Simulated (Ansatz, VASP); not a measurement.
PbSe in VASP and in Ansatz

Contents of INCAR:

```
ALGO = Normal
EDIFF = 1E-6
ENCUT = 520
GGA = PE
ISIF = 2
ISMEAR = 0
LASPH = True
LCHARG = False
LREAL = False
LWAVE = False
NBANDS = 28
NELM = 60
PREC = Accurate
SIGMA = 0.01
```

Contents of KPOINTS:

```
k-points
0
Gamma
  6 6 4
```

Contents of POSCAR:

```
PbSe
1.0
    5.3097392711      0.0000000000      0.0000000000
   -2.6548696356      4.5983690962      0.0000000000
    0.0000000000      0.0000000000      6.3864170292
Pb Se
2 2
Direct
    0.3333333333      0.6666666667     -0.0648560059
    0.6666666667      0.3333333333      0.4351439941
    0.3333333333      0.6666666667      0.4398560059
    0.6666666667      0.3333333333      0.9398560059
```

Input for Ansatz:

```yaml
crystal:
  lattice:
    - [5.3097392711, 0.0, 0.0]
    - [-2.6548696356, 4.5983690962, 0.0]
    - [0.0, 0.0, 6.3864170292]
  atoms:
    - { symbol: Pb, position: [0.3333333333, 0.6666666667, -0.0648560059] }
    - { symbol: Pb, position: [0.6666666667, 0.3333333333, 0.4351439941] }
    - { symbol: Se, position: [0.3333333333, 0.6666666667, 0.4398560059] }
    - { symbol: Se, position: [0.6666666667, 0.3333333333, 0.9398560059] }
kpoints:
  mp_grid: { grid: [6, 6, 4] }
hamiltonian:
  xc: pbe
scf:
  occupations: { method: fixed }
  n_extra_bands: 5
output:
  forces: true
  stress: true
  eigenvalues: true
```

Alike in both runs: task single point; functional PBE; k mesh 6 × 6 × 4; no spin polarisation.

|  | VASP | Ansatz |
| --- | --- | --- |
| version | VASP 6.6.1 | Ansatz 0.2.0 |
| potentials or method | VASP PAW PBE potentials, release 64 (Pb_d, Se) | plane waves, PAW |
| plane-wave cutoff (eV) | 520 | 420 |
| occupations | gaussian, width 0.01 eV | fixed |
| valence electrons in the cell | 40 | 60 |

|  | VASP | Ansatz | Ansatz less VASP |
| --- | --- | --- | --- |
| gap on the k mesh at the Fermi level (eV) | 1.25 | 1.25 | -0.002 |
| pressure (GPa) | -1.9 | -1.8 | +0.02 |
| traceless stress, the component that is largest in VASP (GPa) | -0.08 | -0.08 | +0.002 |
| rms of the force components (eV/Å) | 0.007 | 0.008 | +0.0003 |

Atom by atom the forces differ by 0.000 eV/Å (rms over components). VASP's potentials hold 40 valence electrons a cell and Ansatz's 60, so a difference there can come from the potentials and not from the codes.

Neither program's run includes spin-orbit coupling.
